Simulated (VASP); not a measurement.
A run of VASP 6.6.1 is set up as follows.

Contents of POSCAR:

```
BP
1.0
    0.0000000000      2.3279612538      2.3279612538
    2.3279612538      0.0000000000      2.3279612538
    2.3279612538      2.3279612538      0.0000000000
B P
1 1
Direct
    0.0000000000      0.0000000000      0.0000000000
    0.2500000000      0.2500000000      0.2500000000
```

Contents of INCAR.step1:

```
SYSTEM = BP
ALGO = Normal
EDIFF = 1E-5
ENCUT = 550
GGA = PE
GGA_COMPAT = .False.
ISMEAR = 0
LASPH = .True.
LCHARG = .False.
LREAL = .False.
LWAVE = .True.
NBANDS = 11
NELM = 120
PREC = Accurate
SIGMA = 0.01
```

INCAR.step2

```
SYSTEM = BP
ALGO = Normal
EDIFF = 1E-6
ENCUT = 550
GGA_COMPAT = .False.
ISIF = 2
ISMEAR = 0
ISTART = 1
LASPH = .True.
LCHARG = .False.
LMIXTAU = .True.
LREAL = .False.
LWAVE = .False.
METAGGA = R2SCAN
NBANDS = 11
NELM = 120
PREC = Accurate
SIGMA = 0.01
```

KPOINTS

```
k-points
0
Gamma
  6 6 6
  0 0 0
```

Potentials or basis: VASP PAW PBE potentials, release 64 (B, P).

Run with:

```sh
$ cat potpaw_PBE.64/B/POTCAR potpaw_PBE.64/P/POTCAR > POTCAR
$ cp INCAR.step1 INCAR
$ mpirun -np 1 vasp_std > vasp.out
$ cp INCAR.step2 INCAR
$ mpirun -np 1 vasp_std > vasp.out
```

Question: Estimate the band gap on the k mesh.

Answer: 1.66 eV, indirect (least direct gap 3.54 eV).

Question: Estimate the pressure.

Answer: -11.7 GPa.

Caveat: the PAW data sets were made with another functional, which shifts forces and pressure a little. r2SCAN opens gaps a little over a GGA but as a rule still falls short of measured ones.
